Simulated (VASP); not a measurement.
Here is a VASP 6.6.1 calculation.

The input INCAR:

```
SYSTEM = AlAs
PREC = Accurate ; ENCUT = 500
EDIFF = 1E-6 ; ISMEAR = 0
SIGMA = 0.01 ; LREAL = .FALSE.
LASPH = .TRUE. ; NELM = 120
ALGO = Normal ; ISIF = 2
LWAVE = .FALSE. ; LCHARG = .TRUE.
GGA = RP ; LELF = .TRUE.
LVHAR = .TRUE. ; NBANDS = 11
GGA_COMPAT = .FALSE.
```

KPOINTS

```
regular mesh
0
G
  6 6 6
  0 0 0
```

POSCAR

```
AlAs
1.0
    0.0000000000      2.8304000000      2.8304000000
    2.8304000000      0.0000000000      2.8304000000
    2.8304000000      2.8304000000      0.0000000000
Al As
1 1
Direct
    0.0000000000      0.0000000000      0.0000000000
    0.2500000000      0.2500000000      0.2500000000
```

Potentials or basis: VASP PAW PBE potentials, release 64 (Al, As).

Command:

```bash
$ cat potpaw_PBE.64/Al/POTCAR potpaw_PBE.64/As/POTCAR > POTCAR
$ mpirun -np 1 vasp_std > vasp.out
```

Question: Predict the pressure.

Answer: 4.3 GPa.

Question: What does it give for the band gap on the k mesh?

Answer: 1.51 eV, indirect (least direct gap 2.19 eV).

Caveat: the PAW data sets were made with another functional, which shifts forces and pressure a little. RPBE gaps usually lie below the measured ones, often by a third to a half.
